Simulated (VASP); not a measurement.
# KF (Carobbiite): single point with PBE

The system is KF (Carobbiite).

```
K F
1.0
     0.00000    2.64486    2.64486
     2.64486    0.00000    2.64486
     2.64486    2.64486    0.00000
K F
1 1
Direct
  0.00000 0.00000 0.00000
  0.50000 0.50000 0.50000
```

* Program: VASP 6.6.1
* Task: single point
* Functional: PBE
* Potentials or basis: VASP PAW PBE potentials, release 64 (K_sv, F)
* Cutoff: 600 eV
* k mesh: 6 × 6 × 6
* Occupations: gaussian, width 0.01 eV
* Spin: no spin polarisation
* Dipole correction: no
* Further INCAR settings: ALGO = Normal; EDIFF = 1e-06; NBANDS = 15

* Pressure: 2.6 GPa
* Band gap on the k mesh: 6.33 eV, direct

Levels at points of the mesh, in eV from the valence-band top:
```tsv
k point	band 5	band 6	band 7	band 8	band 9	band 10	band 11	band 12
(0.00, 0.00, 0.00)	-9.28	0.00	0.00	0.00	6.33	10.77	10.77	10.77
(0.50, 0.00, 0.00)	-9.32	-0.83	-0.37	-0.37	9.20	10.84	12.22	12.22
(0.50, 0.50, 0.00)	-9.51	-0.20	-0.05	-0.05	8.23	10.48	12.06	13.78
```

Run time: 11 s on 1 thread of AMD EPYC 7R13 Processor (Zen 3) (shared host), peak memory 0.14 GiB.
